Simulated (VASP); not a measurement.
Input of a VASP 6.6.1 run:

File INCAR:

```
SYSTEM = Li4TmGe
PREC     = Accurate       ! precision mode
ENCUT    = 750            ! plane-wave cutoff, eV
EDIFF    = 1E-7           ! SCF threshold, eV
ISMEAR   = 0              ! smearing method
SIGMA    = 0.1            ! smearing width, eV
LREAL    = .FALSE.        ! projectors in reciprocal space
LASPH    = .TRUE.         ! aspherical terms in the spheres
NELM     = 200            ! most SCF steps
ALGO     = Normal         ! electronic algorithm
ISIF     = 3              ! what is computed and relaxed
LWAVE    = .FALSE.        ! write WAVECAR
LCHARG   = .FALSE.        ! write CHGCAR
GGA      = PE             ! functional
IBRION   = 2              ! ionic algorithm
NSW      = 90             ! ionic steps
EDIFFG   = -0.04          ! ionic threshold
GGA_COMPAT= .FALSE.      
NELMIN   = 4            
LMAXMIX  = 6              ! l up to which the mixer works
```

KPOINTS

```
regular mesh
0
G
  4 4 4
  0 0 0
```

The input POSCAR:

```
Li4TmGe
1.0
    2.8772282132     -2.8750879660      0.0000000000
    2.8772282132      2.8750879660      0.0000000000
   -1.9834296221      0.0000000000      7.2067610066
Li Tm Ge
4 1 1
Direct
    0.4089021916      0.9380285794      0.1716281449
    0.0619714206      0.5910978084      0.8283718551
    0.5910978084      0.0619714206      0.8283718551
    0.9380285794      0.4089021916      0.1716281449
    0.0000000000      0.0000000000      0.5000000000
    0.5000000000      0.5000000000      0.5000000000
```

Potentials or basis: VASP PAW PBE potentials, release 64 (Li_sv, Tm_3, Ge_d), 4f in core.

The run is started by

```console
$ cat potpaw_PBE.64/Li_sv/POTCAR potpaw_PBE.64/Tm_3/POTCAR potpaw_PBE.64/Ge_d/POTCAR > POTCAR
$ mpirun -np 1 vasp_std > vasp.out
```

(1) What does it give for the relaxed cell?

(2) Estimate the relaxed volume.

(3) What does it give for the band gap on the k mesh?

(4) Estimate the space group after relaxing (to 0.1 Å).

## Answers

(1) a = 4.097 Å, b = 4.097 Å, c = 7.508 Å, α = 100.86°, β = 100.86°, γ = 89.19°.

(2) 20.26 Å³/atom.

(3) zero (an odd number of electrons rules out a gap without spin polarisation).

(4) C2/m (No. 12).

Caveat: the k points lie up to 0.39 Å⁻¹ apart in the final cell, too coarse for converged energies and pressures of a metal; spin-orbit coupling is left out, which moves the levels of the heavy elements; the 4f electrons are frozen in the core, so they carry no moment and show no levels.
